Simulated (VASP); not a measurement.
# GdN (P4/nmm) in VASP: a series of runs

Runs on GdN. Level: PBE+U. Tasks: single point.

All numbers are computed with VASP 6.6.1; they aren't measurements. Logs are shortened: lines on timing, memory, paths and dates and some standing lists are left out, and cuts for length are marked.

## (1) The cell of the first run

It takes space group P4/nmm (No. 129, tetragonal). Conventional cell: a = 4.369 Å, b = 4.369 Å, c = 3.793 Å, α = 90.00°, β = 90.00°, γ = 90.00°. Gd (site symmetry 4mm) has 4 N at 2.34 Å within 3.1 Å. N (site symmetry -4m2) has 4 Gd at 2.34 Å and 4 N at 3.09 Å within 3.1 Å.

## (2) Single point, PBE+U, collinear spin, ferromagnetic start (18.10 Å³/atom)

The input, INCAR:

```
PREC = Accurate
ENCUT = 520
EDIFF = 1E-7
ISMEAR = 0
SIGMA = 0.05
LREAL = False
LASPH = True
NELM = 150
ALGO = Normal
ISIF = 2
LWAVE = False
LCHARG = False
ISPIN = 2
MAGMOM = 7.57 7.57 -0.12 -0.12
LORBIT = 11
LMAXMIX = 6
LDAU = True
LDAUTYPE = 2
LDAUL = 3 -1
LDAUU = 6 0
LDAUJ = 0 0
LDAUPRINT = 1
GGA = PE
NBANDS = 35
```

The input, KPOINTS:

```
regular mesh
0
Gamma
  6 6 4
```

The input, POSCAR:

```
GdN
1.0
    4.3688831161      0.0000000000      0.0000000000
    0.0000000000      4.3688831161      0.0000000000
    0.0000000000      0.0000000000      3.7929323445
Gd N
2 2
Direct
    0.5000000000      0.0000000000      0.2218878470
    0.0000000000      0.5000000000      0.7781121530
    0.0000000000      0.0000000000      0.0000000000
    0.5000000000      0.5000000000      0.0000000000
```

Potentials or basis: VASP PAW PBE potentials, release 64 (Gd, N).

The run is started by

```sh
> cat potpaw_PBE.64/Gd/POTCAR potpaw_PBE.64/N/POTCAR > POTCAR
> mpirun -np 1 vasp_std > vasp.out
```

OUTCAR:

```text
PREC = Accurate
   ENCUT = 520
   EDIFF = 1E-7
   ISMEAR = 0
   LREAL = False
   LASPH = True
   NELM = 150
   ISIF = 2
   ISPIN = 2
   LORBIT = 11
   GGA = PE

 ion  position               nearest neighbor table
   1  0.500  0.000  0.222-   3 2.34   4 2.34   4 2.34   3 2.34   2 3.52   2 3.52   2 3.52   2 3.52

   2  0.000  0.500  0.778-   3 2.34   4 2.34   3 2.34   4 2.34   1 3.52   1 3.52   1 3.52   1 3.52

   3  0.000  0.000  0.000-   1 2.34   2 2.34   2 2.34   1 2.34
   4  0.500  0.500  0.000-   1 2.34   2 2.34   1 2.34   2 2.34

  LATTYP: Found a simple tetragonal cell.
 ALAT       =     4.3688831161
 C/A-ratio  =     0.8681697916

  Lattice vectors:

 A1 = (   4.3688831161,   0.0000000000,   0.0000000000)
 A2 = (   0.0000000000,   4.3688831161,   0.0000000000)
 A3 = (   0.0000000000,   0.0000000000,   3.7929323445)

Analysis of symmetry for initial positions (statically):
=====================================================================
 Subroutine PRICEL returns:
 Original cell was already a primitive cell.

 Routine SETGRP: Setting up the symmetry group for a
 simple tetragonal supercell.

 Subroutine GETGRP returns: Found 16 space group operations
 (whereof  8 operations were pure point group operations)
 out of a pool of 16 trial point group operations.

The static configuration has the point symmetry D_2d.
 The point group associated with its full space group is D_4h.

Analysis of symmetry for dynamics (positions and initial velocities):
=====================================================================
 Subroutine PRICEL returns:
 Original cell was already a primitive cell.

 Routine SETGRP: Setting up the symmetry group for a
 simple tetragonal supercell.

 Subroutine GETGRP returns: Found 16 space group operations
[... 241 lines left out ...]
  o =  0.9911  v =  0.0000  0.0000 -0.0000 -0.0000  0.9594 -0.0000  0.2820  0.0000  0.0000  0.0000  0.0000  0.0000  0.0000  0.0000      0.0000  0.0000  0.0000  0.0000  0.0000  0.0000  0.0000  0.0000  0.0000  0.0000  0.0000  0.0000  0.0000  0.0000
  o =  0.9911  v =  0.2820  0.0000 -0.9594  0.0000 -0.0000 -0.0000  0.0000  0.0000  0.0000  0.0000  0.0000  0.0000  0.0000  0.0000      0.0000  0.0000  0.0000  0.0000  0.0000  0.0000  0.0000  0.0000  0.0000  0.0000  0.0000  0.0000  0.0000  0.0000
  o =  0.9934  v = -0.9594  0.0000 -0.2820  0.0000 -0.0000 -0.0000  0.0000  0.0000  0.0000  0.0000  0.0000  0.0000  0.0000  0.0000      0.0000  0.0000  0.0000  0.0000  0.0000  0.0000  0.0000  0.0000  0.0000  0.0000  0.0000  0.0000  0.0000  0.0000
  o =  0.9934  v =  0.0000  0.0000  0.0000  0.0000 -0.2820 -0.0000  0.9594  0.0000  0.0000  0.0000  0.0000  0.0000  0.0000  0.0000      0.0000  0.0000  0.0000  0.0000  0.0000  0.0000  0.0000  0.0000  0.0000  0.0000  0.0000  0.0000  0.0000  0.0000
  o =  0.9942  v =  0.0000 -0.0000 -0.0000 -0.0000 -0.0000  1.0000  0.0000  0.0000  0.0000  0.0000  0.0000  0.0000  0.0000  0.0000      0.0000  0.0000  0.0000  0.0000  0.0000  0.0000  0.0000  0.0000  0.0000  0.0000  0.0000  0.0000  0.0000  0.0000

 number of electron      46.0000012 magnetization      14.0000027

 Free energy of the ion-electron system (eV)
  ---------------------------------------------------
  ext. energy  EPLUGINS =         0.00000000
  ---------------------------------------------------
  free energy    TOTEN  =       -43.99305593 eV

  energy without entropy =      -43.99273457  energy(sigma->0) =      -43.99289525

 E-fermi :   3.3488     XC(G=0): -10.6168

 val. band max:        3.3244927237   @ k =   0.1667   0.1667   0.0000
 cond. band min:       3.6502470791   @ k =   0.0000   0.0000   0.0000
 fundamental gap:      0.3257543554
 Fermi energy:         3.3488035626

 spin component 1

 k-point     1 :       0.0000    0.0000    0.0000
  band No.  band energies     occupation
      1     -40.9653      1.00000
      2     -40.8740      1.00000
      3     -18.5997      1.00000
      4     -18.5437      1.00000
      5     -18.5437      1.00000
      6     -18.2461      1.00000
[... 1817 lines left out ...]
     34       8.7014      0.00000
     35      10.0287      0.00000

 [... further k-points ...]

------------------------ aborting loop because EDIFF is reached ----------------------------------------

  FORCE on cell =-STRESS in cart. coord.  units (eV):
  Direction    XX          YY          ZZ          XY          YZ          ZX
  --------------------------------------------------------------------------------------
  -------------------------------------------------------------------------------------
  Total       -0.9401655     -0.9401655     -1.1097854      0.0000000      0.0000000      0.0000000
  in kB      -20.8064952    -20.8064952    -24.5602981      0.0000000      0.0000000      0.0000000
  external PRESSURE =     -22.0577629 kB  Pullay stress =       0.0000000 kB

 VOLUME and BASIS-vectors are now :
 -----------------------------------------------------------------------------
  energy-cutoff  :      520.00
  volume of cell :       72.40
      direct lattice vectors                 reciprocal lattice vectors
     4.368883116  0.000000000  0.000000000     0.228891452  0.000000000  0.000000000
     0.000000000  4.368883116  0.000000000     0.000000000  0.228891452  0.000000000
     0.000000000  0.000000000  3.792932345     0.000000000  0.000000000  0.263648257

 POSITION                                       TOTAL-FORCE (eV/Angst)
 -----------------------------------------------------------------------------------
      2.18444      0.00000      0.84161         0.000000     -0.000000      0.033864
      0.00000      2.18444      2.95133         0.000000     -0.000000     -0.033864
      0.00000      0.00000      0.00000         0.000000      0.000000      0.000000
      2.18444      2.18444      0.00000         0.000000      0.000000      0.000000
 -----------------------------------------------------------------------------------
    total drift:                                0.000000      0.000000     -0.000000

  FREE ENERGIE OF THE ION-ELECTRON SYSTEM (eV)
  ---------------------------------------------------
  free  energy   TOTEN  =       -43.9930559327 eV

  energy  without entropy=      -43.9927345744  energy(sigma->0) =      -43.99289525

 total charge

# of ion       s       p       d       f       tot
--------------------------------------------------
    1        2.038   5.627   0.597   6.985  15.247
    2        2.038   5.627   0.597   6.985  15.247
    3        1.265   2.375   0.000   0.000   3.640
    4        1.265   2.375   0.000   0.000   3.640
--------------------------------------------------
tot          6.606  16.005   1.194  13.971  37.775

 magnetization (x)

# of ion       s       p       d       f       tot
--------------------------------------------------
    1       -0.004  -0.086   0.063   6.886   6.859
    2       -0.004  -0.086   0.063   6.886   6.859
    3       -0.007  -0.083   0.000   0.000  -0.089
    4       -0.007  -0.083   0.000   0.000  -0.089
--------------------------------------------------
tot         -0.021  -0.337   0.125  13.772  13.539
```

Wall time 2 min (1 thread of Intel Xeon 6975P-C (Granite Rapids), shared host); peak memory 0.28 GiB.

Results:

```
Free energy                                           : -43.9931 eV
Pressure                                              : -2.2 GPa
Largest force                                         : 0.034 eV/Å
Band gap on the k mesh                                : zero (filled and empty bands overlap)
Net moment                                            : 14.00 μB per cell
Site moments                                          : Gd +6.86; N -0.09 μB
Valence electrons inside the program's atomic spheres : Gd 15.25; N 3.64
```

Forces on the atoms (eV/Å):
```
Gd   0.000  0.000  0.034
Gd   0.000  0.000 -0.034
N    0.000  0.000  0.000
N    0.000  0.000  0.000
```

Eigenvalues of the final occupation matrices:
```tsv
site	spin	trace	eigenvalues
site 1 f	1	6.94	0.99 0.99 0.99 0.99 0.99 0.99 0.99
site 1 f	2	0.05	0.00 0.00 0.00 0.00 0.01 0.01 0.01
site 2 f	1	6.94	0.99 0.99 0.99 0.99 0.99 0.99 0.99
site 2 f	2	0.05	0.00 0.00 0.00 0.00 0.01 0.01 0.01
```

Caveat: the k points lie up to 0.41 Å⁻¹ apart; spin-orbit coupling is left out, which moves the levels of the heavy elements. The state reached can hang on the start; a lower one may exist.

## (3) Single point, PBE+U, collinear spin, ferromagnetic start (20.11 Å³/atom)

This run uses another cell than the first one, of 20.11 Å³/atom.

The input, INCAR:

```
  PREC = Accurate
  ENCUT = 520
  EDIFF = 1E-6
  ISMEAR = 0
  SIGMA = 0.05
  LREAL = F
  LASPH = T
  NELM = 150
  ALGO = Normal
  ISIF = 2
  LWAVE = F
  LCHARG = T
  ISPIN = 2
  MAGMOM = 7.57 7.57 -0.13 -0.13
  LORBIT = 11
  LMAXMIX = 6
  LDAU = T
  LDAUTYPE = 2
  LDAUL = 3 -1
  LDAUU = 6 0
  LDAUJ = 0 0
  LDAUPRINT = 1
  GGA = PE
  LELF = T
  LVHAR = T
  NBANDS = 35
```

KPOINTS is that of step 2.

The input, POSCAR:

```
GdN
1.0
    4.4130955976      0.0000000000      0.0000000000
    0.0000000000      4.4130955976      0.0000000000
    0.0000000000      0.0000000000      4.1303491730
Gd N
2 2
Direct
    0.5000000000      0.0000000000      0.1929741307
    0.0000000000      0.5000000000      0.8070258693
    0.0000000000      0.0000000000      0.0000000000
    0.5000000000      0.5000000000      0.0000000000
```

Potentials or basis: VASP PAW PBE potentials, release 64 (Gd, N).

The run is started by

```sh
> cat potpaw_PBE.64/Gd/POTCAR potpaw_PBE.64/N/POTCAR > POTCAR
> mpirun -np 1 vasp_std > vasp.out
```

It took 2.8 min on 1 thread of Intel Xeon 6975P-C (Granite Rapids), shared host; peak memory 0.31 GiB.

The run converged. Its results:

```yaml
Free_energy: -43.8285 eV
Pressure: -3.6 GPa
Largest_force: 0.040 eV/Å
Band_gap_on_the_k_mesh: zero (filled and empty bands overlap)
Net_moment: 13.99 μB per cell
Site_moments: Gd +6.86; N -0.10 μB
Valence_electrons_inside_the_program's_atomic_spheres: Gd 15.23; N 3.63
```

Forces on the atoms (eV/Å):
```
Gd   0.000  0.000  0.040
Gd   0.000  0.000 -0.040
N    0.000  0.000  0.000
N    0.000  0.000  0.000
```

Stress tensor (GPa, compression positive):
```
-3.52  0.00  0.00
 0.00 -3.52  0.00
 0.00  0.00 -3.80
```

Levels at points of the mesh, in eV from the Fermi level:
Spin up:
| k point | band 28 | band 29 | band 30 | band 31 | band 32 | band 33 |
| --- | --- | --- | --- | --- | --- | --- |
| (0.00, 0.00, 0.00) | -1.51 | -0.60 | -0.35 | -0.35 | 1.66 | 3.16 |
| (0.50, 0.00, 0.00) | -1.83 | -1.40 | -1.40 | 0.50 | 0.50 | 3.51 |
| (0.50, 0.50, 0.00) | -1.72 | -0.59 | -0.59 | 0.98 | 0.98 | 1.31 |
| (0.00, 0.00, 0.50) | -2.23 | -0.86 | -0.86 | 2.38 | 2.85 | 3.54 |
| (0.50, 0.00, 0.50) | -2.24 | -2.08 | -2.08 | 2.68 | 2.68 | 4.21 |
| (0.50, 0.50, 0.50) | -2.03 | -1.64 | -1.64 | 2.35 | 2.35 | 3.02 |
Spin down:
| k point | band 13 | band 14 | band 15 | band 16 | band 17 | band 18 | band 19 | band 20 |
| --- | --- | --- | --- | --- | --- | --- | --- | --- |
| (0.00, 0.00, 0.00) | -1.77 | -1.52 | -0.62 | -0.62 | -0.21 | 2.35 | 3.57 | 3.85 |
| (0.50, 0.00, 0.00) | -1.67 | -1.67 | -1.54 | -1.54 | 0.86 | 0.86 | 3.70 | 3.70 |
| (0.50, 0.50, 0.00) | -1.76 | -1.76 | -0.90 | -0.90 | 1.42 | 1.42 | 1.83 | 1.83 |
| (0.00, 0.00, 0.50) | -1.98 | -1.98 | -1.03 | -1.03 | 2.94 | 3.37 | 3.83 | 3.97 |
| (0.50, 0.00, 0.50) | -2.11 | -2.11 | -2.05 | -2.05 | 2.99 | 2.99 | 3.98 | 3.98 |
| (0.50, 0.50, 0.50) | -1.99 | -1.99 | -1.70 | -1.70 | 2.66 | 2.66 | 3.06 | 3.06 |

Eigenvalues of the final occupation matrices:
```
    site  spin  trace                         eigenvalues
site 1 f     1   6.94  0.99 0.99 0.99 0.99 0.99 0.99 0.99
site 1 f     2   0.05  0.00 0.00 0.00 0.00 0.01 0.01 0.01
site 2 f     1   6.94  0.99 0.99 0.99 0.99 0.99 0.99 0.99
site 2 f     2   0.05  0.00 0.00 0.00 0.00 0.01 0.01 0.01
```

Caveat: the k points lie up to 0.38 Å⁻¹ apart; spin-orbit coupling is left out, which moves the levels of the heavy elements. The state reached can hang on the start; a lower one may exist.

[end of part 1 of 2]
